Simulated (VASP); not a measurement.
# Si2Mo (I4/mmm) in VASP: a series of runs

The runs below take Si2Mo through single point, relaxation of the atoms, with LDA.

Everything below comes from runs of VASP 6.6.1. Logs are shortened: lines on timing, memory, paths and dates and some standing lists are left out, and cuts for length are marked.

## Step 1: The cell of the first run

Symmetry: I4/mmm, No. 139, tetragonal system. The conventional cell has a = 3.200 Å, b = 3.200 Å, c = 7.861 Å, α = 90.00°, β = 90.00°, γ = 90.00°. Within 3.4 Å of Si (site symmetry 4mm) lie 9 Si at 2.58 to 3.20 Å and 5 Mo at 2.61 to 2.64 Å. Mo (site symmetry 4/mmm) has 10 Si at 2.61 to 2.64 Å and 4 Mo at 3.20 Å within 3.4 Å.

## Step 2: Single point, LDA

File INCAR:

```
SYSTEM = Si2Mo
ALGO     = Normal         ! electronic algorithm
EDIFF    = 1E-6           ! SCF threshold, eV
ENCUT    = 500            ! plane-wave cutoff, eV
GGA      = CA             ! functional
GGA_COMPAT= .False.      
ISIF     = 2              ! what is computed and relaxed
ISMEAR   = -1             ! smearing method
LASPH    = .True.         ! aspherical terms in the spheres
LCHARG   = .True.         ! write CHGCAR
LELF     = .True.         ! ELF
LREAL    = .False.        ! projectors in reciprocal space
LVHAR    = .True.       
LWAVE    = .False.        ! write WAVECAR
NBANDS   = 18             ! bands
NELM     = 120            ! most SCF steps
PREC     = Accurate       ! precision mode
SIGMA    = 0.1            ! smearing width, eV
```

File KPOINTS:

```
k-points
0
Gamma
  7 7 7
  0 0 0
```

File POSCAR:

```
Si2Mo
1.0
   -1.6000000000      1.6000000000      3.9305000000
    1.6000000000     -1.6000000000      3.9305000000
    1.6000000000      1.6000000000     -3.9305000000
Si Mo
2 1
Direct
    0.3342034536      0.3405622067     -0.0009596117
    0.6627709550      0.6691318094     -0.0009574741
   -0.0015129639      0.0048470806     -0.0009576405
```

Potentials or basis: VASP PAW LDA potentials, release 64 (Si, Mo_sv).

The run is started by

```sh
$ cat potpaw_LDA.64/Si/POTCAR potpaw_LDA.64/Mo_sv/POTCAR > POTCAR
$ mpirun -np 1 vasp_std > vasp.out
```

OUTCAR:

```text
SYSTEM = Si2Mo
   EDIFF = 1E-6
   ENCUT = 500
   GGA = CA
   ISIF = 2
   ISMEAR = -1
   LASPH = .True.
   LREAL = .False.
   NELM = 120
   PREC = Accurate

 ion  position               nearest neighbor table
   1  0.334  0.341  0.999-   2 2.58   3 2.61   3 2.61   3 2.61   3 2.61   2 2.63   2 2.63   2 2.63
                             2 2.63   3 2.64
   2  0.663  0.669  0.999-   1 2.58   3 2.61   3 2.61   3 2.61   3 2.61   1 2.63   1 2.63   1 2.63
                             1 2.63   3 2.64
   3  0.998  0.005  0.999-   1 2.61   1 2.61   2 2.61   1 2.61   2 2.61   1 2.61   2 2.61   2 2.61
                             2 2.64   1 2.64

  LATTYP: Found a body centered tetragonal cell.
 ALAT       =     3.2000000000
 C/A-ratio  =     2.4565625000

  Lattice vectors:

 A1 = (  -1.6000000000,   1.6000000000,   3.9305000000)
 A2 = (   1.6000000000,  -1.6000000000,   3.9305000000)
 A3 = (   1.6000000000,   1.6000000000,  -3.9305000000)

Analysis of symmetry for initial positions (statically):
=====================================================================
 Subroutine PRICEL returns:
 Original cell was already a primitive cell.

 Routine SETGRP: Setting up the symmetry group for a
 body centered tetragonal supercell.

 Subroutine GETGRP returns: Found 16 space group operations
 (whereof  1 operations were pure point group operations)
 out of a pool of 16 trial point group operations.

The static configuration has the point symmetry C_1 .
 The point group associated with its full space group is D_4h.

Analysis of symmetry for dynamics (positions and initial velocities):
=====================================================================
 Subroutine PRICEL returns:
 Original cell was already a primitive cell.

 Routine SETGRP: Setting up the symmetry group for a
 body centered tetragonal supercell.

 Subroutine GETGRP returns: Found 16 space group operations
 (whereof  1 operations were pure point group operations)
 out of a pool of 16 trial point group operations.

The dynamic configuration has the point symmetry C_1 .
 The point group associated with its full space group is D_4h.

 Subroutine INISYM returns: Found 16 space group operations
 (whereof  1 operations are pure point group operations),
 and found     1 'primitive' translations

----------------------------------------------------------------------------------------

                                     Primitive cell

  volume of cell :      40.2483

  direct lattice vectors                    reciprocal lattice vectors
    -1.600000000  1.600000000  3.930500000     0.000000000  0.312500000  0.127210279
     1.600000000 -1.600000000  3.930500000     0.312500000  0.000000000  0.127210279
     1.600000000  1.600000000 -3.930500000     0.312500000  0.312500000  0.000000000

  length of vectors
     4.535287229  4.535287229  4.535287229     0.337399918  0.337399918  0.441941738

  position of ions in fractional coordinates (direct lattice)
     0.334203454  0.340562207  0.999040388
     0.662770955  0.669131809  0.999042526
     0.998487036  0.004847081  0.999042360

  ion indices of the primitive-cell ions
   primitive index   ion index
                 1           1
                 2           2
                 3           3

----------------------------------------------------------------------------------------

 KPOINTS: k-points

Automatic generation of k-mesh.
 Grid dimensions read from file:
 generate k-points for:    7    7    7

 Generating k-lattice:

  Cartesian coordinates                     Fractional coordinates (reciprocal lattice)
     0.000000000  0.044642857  0.018172897     0.142857143  0.000000000 -0.000000000
     0.044642857  0.000000000  0.018172897     0.000000000  0.142857143 -0.000000000
     0.044642857  0.044642857  0.000000000     0.000000000  0.000000000  0.142857143

  Length of vectors
     0.048199988  0.048199988  0.063134534

  Shift w.r.t. Gamma in fractional coordinates (k-lattice)
     0.000000000  0.000000000  0.000000000

 Subroutine IBZKPT returns following result:
 ===========================================

 Found     40 irreducible k-points:

 Following reciprocal coordinates:
            Coordinates               Weight
  0.000000  0.000000  0.000000      1.000000
  0.142857 -0.000000  0.000000      8.000000
  0.285714  0.000000  0.000000      8.000000
  0.428571  0.000000  0.000000      8.000000
  0.142857  0.142857  0.000000      8.000000
  0.285714  0.142857  0.000000     16.000000
[... 16 lines left out ...]
 -0.142857  0.285714  0.142857      8.000000
 -0.428571  0.428571  0.142857      8.000000
 [... further k-points ...]
   k-points           NKPTS =     40   k-points in BZ     NKDIM =     40   number of bands    NBANDS=     18
   number of dos      NEDOS =    301   number of ions     NIONS =      3
   total plane-waves  NPLWV =  46656
   dimension x,y,z NGX =    36 NGY =   36 NGZ =   36
   dimension x,y,z NGXF=    72 NGYF=   72 NGZF=   72
   ions per type =               2   1
   NGX,Y,Z   is equivalent  to a cutoff of  13.20, 13.20, 13.20 a.u.
   NGXF,Y,Z  is equivalent  to a cutoff of  26.39, 26.39, 26.39 a.u.
 SYSTEM =  Si2Mo
   PREC   = accura    normal or accurate (medium, high low for compatibility)
   ISTART =      0    job   : 0-new  1-cont  2-samecut
   ICHARG =      2    charge: 1-file 2-atom 10-const
   ISPIN  =      1    spin polarized calculation?
   LNONCOLLINEAR =      F non collinear calculations
   LSORBIT =      F    spin-orbit coupling
   LASPH  =      T    aspherical Exc in radial PAW
   ENCUT  =  500.0 eV  36.75 Ry    6.06 a.u.   8.27  8.27  8.27*2*pi/ulx,y,z
   NELM   =    120;   NELMIN=  2; NELMDL= -5     # of ELM steps
   EDIFF  = 0.1E-05   stopping-criterion for ELM
   LREAL  =      F    real-space projection
   EDIFFG = 0.1E-04   stopping-criterion for IOM
   NSW    =      0    number of steps for IOM
   IBRION =     -1    ionic relax: 0-MD 1-quasi-New 2-CG
   NFREE  =      0    steps in history (QN), initial steepest desc. (CG)
   ISIF   =      2    stress and relaxation
   ISYM   =      2    0-nonsym 1-usesym 2-fastsym
   POTIM  = 0.5000    time-step for ionic-motion
   TEBEG  =    0.0;   TEEND  =   0.0 temperature during run
   PSTRESS=    0.0 pullay stress
   NELECT =      22.0000    total number of electrons
   NUPDOWN=      -1.0000    fix difference up-down
   EMIN   =  10.00;   EMAX   =-10.00  energy-range for DOS
   EFERMI =   0.00;   METHOD = LEGACY
   ISMEAR =    -1;   SIGMA  =   0.10  broadening in eV -4-tet -1-fermi 0-gaus
   EFERMI_NEDOS =   21; number of points for ismear=-14 and -15
   IALGO  =     38    algorithm
   IMIX   =      4    mixing-type and parameters
     AMIX     =   0.40;   BMIX     =  1.00
     AMIX_MAG =   1.60;   BMIX_MAG =  1.00
  volume/ion in A,a.u.               =      13.42        90.54
  Fermi-wavevector in a.u.,A,eV,Ry     =   1.338546  2.529484 24.377614  1.791704
  Thomas-Fermi vector in A             =   2.467007
   LORBIT       =      0    0 simple, 1 ext, 2 COOP (PROOUT), +10 PAW based schemes
   GGA     = CA    functional components
   LHFCALC =     F    Hartree Fock is set to
   AEXX    =    0.0000 exact exchange contribution
   IVDW    =     0    specifies the selected vdW correction
   LEPSILON=     F    determine dielectric tensor
   LRPA    =     F    only Hartree local field effects (RPA)
 non-spin polarized calculation
  energy-cutoff  :      500.00
  volume of cell :       40.25
 maximum number of plane-waves:      1039
 NGX is ok and might be reduce to    36
   NGX = 17   NGY = 17   NGZ = 17

 number of electron      22.0000000 magnetization

 Free energy of the ion-electron system (eV)
  ---------------------------------------------------
  ext. energy  EPLUGINS =         0.00000000
  ---------------------------------------------------
  free energy    TOTEN  =       -25.80971809 eV

  energy without entropy =      -25.80124245  energy(sigma->0) =      -25.80548027

 E-fermi :  12.1850     XC(G=0): -12.5501

 val. band max:       11.9533685960   @ k =  -0.4286   0.4286   0.4286
 cond. band min:      12.2650926028   @ k =  -0.4286  -0.4286   0.4286
 fundamental gap:      0.3117240068
 Fermi energy:        12.1850265514

 k-point     1 :       0.0000    0.0000    0.0000
  band No.  band energies     occupation
      1     -48.1835      2.00000
      2     -22.5268      2.00000
      3     -22.4464      2.00000
      4     -22.4464      2.00000
      5      -1.1669      2.00000
      6       5.7996      2.00000
[... 10 lines left out ...]
     17      17.3022      0.00000
     18      17.3022      0.00000

 k-point     2 :       0.1429   -0.0000    0.0000
  band No.  band energies     occupation
      1     -48.1799      2.00000
      2     -22.5230      2.00000
      3     -22.4967      2.00000
      4     -22.4418      2.00000
      5      -0.7985      2.00000
      6       5.7923      2.00000
[... 10 lines left out ...]
     17      17.7511      0.00000
     18      19.0569      0.00000

 k-point     3 :       0.2857    0.0000    0.0000
  band No.  band energies     occupation
      1     -48.1718      2.00000
      2     -22.6083      2.00000
      3     -22.5142      2.00000
      4     -22.4313      2.00000
      5       0.2504      2.00000
      6       5.1794      2.00000
[... 10 lines left out ...]
     17      19.2323      0.00000
     18      21.1922      0.00000

 k-point     4 :       0.4286    0.0000    0.0000
  band No.  band energies     occupation
      1     -48.1653      2.00000
      2     -22.6961      2.00000
      3     -22.5072      2.00000
      4     -22.4228      2.00000
      5       1.8163      2.00000
      6       3.6122      2.00000
[... 375 lines left out ...]
      4     -22.4699      2.00000
      5       1.6934      2.00000
      6       4.2924      2.00000
[... 10 lines left out ...]
     17      19.5341      0.00000
     18      19.6892      0.00000

 k-point    23 :      -0.1429    0.2857    0.1429
  band No.  band energies     occupation
      1     -48.1653      2.00000
      2     -22.6959      2.00000
      3     -22.5055      2.00000
      4     -22.4227      2.00000
      5       1.5223      2.00000
      6       3.9752      2.00000
[... 10 lines left out ...]
     17      18.8431      0.00000
     18      20.2972      0.00000

 k-point    24 :      -0.4286    0.4286    0.1429
  band No.  band energies     occupation
      1     -48.1540      2.00000
      2     -22.6716      2.00000
      3     -22.5751      2.00000
      4     -22.4920      2.00000
      5       3.2838      2.00000
      6       3.5591      2.00000
[... 10 lines left out ...]
     17      19.5386      0.00000
     18      20.5534      0.00000

 [... further k-points ...]

------------------------ aborting loop because EDIFF is reached ----------------------------------------

  FORCE on cell =-STRESS in cart. coord.  units (eV):
  Direction    XX          YY          ZZ          XY          YZ          ZX
  --------------------------------------------------------------------------------------
  -------------------------------------------------------------------------------------
  Total       -1.1787928     -1.1787928     -1.5539580      0.0000000     -0.0000000      0.0000000
  in kB      -46.9245703    -46.9245703    -61.8588880      0.0000000     -0.0000000      0.0000000
  external PRESSURE =     -51.9026762 kB  Pullay stress =       0.0000000 kB

 VOLUME and BASIS-vectors are now :
 -----------------------------------------------------------------------------
  energy-cutoff  :      500.00
  volume of cell :       40.25
      direct lattice vectors                 reciprocal lattice vectors
    -1.600000000  1.600000000  3.930500000     0.000000000  0.312500000  0.127210279
     1.600000000 -1.600000000  3.930500000     0.312500000  0.000000000  0.127210279
     1.600000000  1.600000000 -3.930500000     0.312500000  0.312500000  0.000000000

 POSITION                                       TOTAL-FORCE (eV/Angst)
 -----------------------------------------------------------------------------------
      1.60864      1.58829     -1.27456        -0.000000     -0.000000     -0.012467
      1.60865      1.58829      1.30831        -0.000000      0.000000      0.012467
      0.00864      3.18829      0.01687         0.000000     -0.000000      0.000000
 -----------------------------------------------------------------------------------
    total drift:                               -0.000054     -0.000030      0.000566

  FREE ENERGIE OF THE ION-ELECTRON SYSTEM (eV)
  ---------------------------------------------------
  free  energy   TOTEN  =       -25.8097180851 eV

  energy  without entropy=      -25.8012424545  energy(sigma->0) =      -25.80548027
```

Run time: 32 s. Hardware: 1 thread of Intel Xeon Platinum 8259CL at 2.50GHz (Skylake/Cascade Lake), shared host; peak memory 0.18 GiB.

What came out:

| Item | Value |
| --- | --- |
| Free energy | -25.8097 eV |
| Pressure | -5.2 GPa |
| Largest force | 0.012 eV/Å |
| Band gap on the k mesh | zero (bands 11 and 12 overlap by 0.68 eV) |

Forces on the atoms (eV/Å):
```
Si   0.000  0.000 -0.012
Si   0.000  0.000  0.012
Mo   0.000  0.000  0.000
```

Levels at points of the mesh, in eV from the Fermi level:
```
           k point  band 7  band 8  band 9  band 10  band 11  band 12  band 13  band 14  band 15  band 16
(0.00, 0.00, 0.00)   -3.44   -3.10   -2.58    -2.58     0.37     3.15     3.30     3.49     3.49     4.05
```

Caveat: the cell stands under tension.

## Step 3: Relaxation of the atoms, LDA

File INCAR:

```
PREC = Accurate
ENCUT = 450
EDIFF = 1E-7
ISMEAR = -1
SIGMA = 0.1
LREAL = False
LASPH = True
NELM = 120
ALGO = Normal
ISIF = 2
LWAVE = False
LCHARG = False
GGA = CA
IBRION = 2
NSW = 80
EDIFFG = -0.001
GGA_COMPAT = False
NELMIN = 4
```

File KPOINTS:

```
regular mesh
0
Gamma
  7 7 7
```

File POSCAR:

```
Si2Mo
1.0
   -1.6000000000      1.6000000000      3.9305000000
    1.6000000000     -1.6000000000      3.9305000000
    1.6000000000      1.6000000000     -3.9305000000
Si Mo
2 1
Direct
    0.3330000000      0.3330000000      0.0000000000
    0.6670000000      0.6670000000      0.0000000000
    0.0000000000      0.0000000000      0.0000000000
```

Potentials or basis: VASP PAW LDA potentials, release 64 (Si, Mo_sv).

The run is started by

```sh
$ cat potpaw_LDA.64/Si/POTCAR potpaw_LDA.64/Mo_sv/POTCAR > POTCAR
$ mpirun -np 1 vasp_std > vasp.out
```

Wall time 33 s (1 thread of Intel Xeon Platinum 8259CL at 2.50GHz (Skylake/Cascade Lake), shared host); peak memory 0.16 GiB.

Results (log left out):

| Property | Result |
| --- | --- |
| Free energy | -25.8093 eV |
| Energy gained by relaxing | 2.6 meV/atom |
| Ionic steps | 3 |
| Pressure after relaxing | -5.2 GPa |
| Band gap on the k mesh | zero (bands 11 and 12 overlap by 0.69 eV) |

Stress tensor (GPa, compression positive):
```
-4.72  0.00  0.00
 0.00 -4.72  0.00
 0.00  0.00 -6.22
```

Step by step:
| step | energy change (eV) | largest force (eV/Å) | pressure (GPa) |
| --- | --- | --- | --- |
| 1 | 0.0000 | 0.3783 | -5.57 |
| 2 | -0.0078 | 0.0459 | -5.27 |
| 3 | -0.0079 | 0.0002 | -5.22 |

Final structure:
```cif
data_structure
_symmetry_space_group_name_H-M 'P 1'
_symmetry_Int_Tables_number 1
_cell_length_a 4.5353
_cell_length_b 4.5353
_cell_length_c 4.5353
_cell_angle_alpha 138.684
_cell_angle_beta 138.684
_cell_angle_gamma 59.857
_cell_volume 40.25
loop_
_atom_site_label
_atom_site_type_symbol
_atom_site_fract_x
_atom_site_fract_y
_atom_site_fract_z
_atom_site_occupancy
Si1 Si 0.33563 0.33563 0.00000 1
Si2 Si 0.66437 0.66437 0.00000 1
Mo1 Mo 0.00000 0.00000 0.00000 1
```

Levels at points of the mesh, in eV from the Fermi level:
| k point | band 8 | band 9 | band 10 | band 11 | band 12 | band 13 | band 14 | band 15 |
| --- | --- | --- | --- | --- | --- | --- | --- | --- |
| (0.00, 0.00, 0.00) | -3.09 | -2.58 | -2.58 | 0.38 | 3.15 | 3.29 | 3.50 | 3.50 |
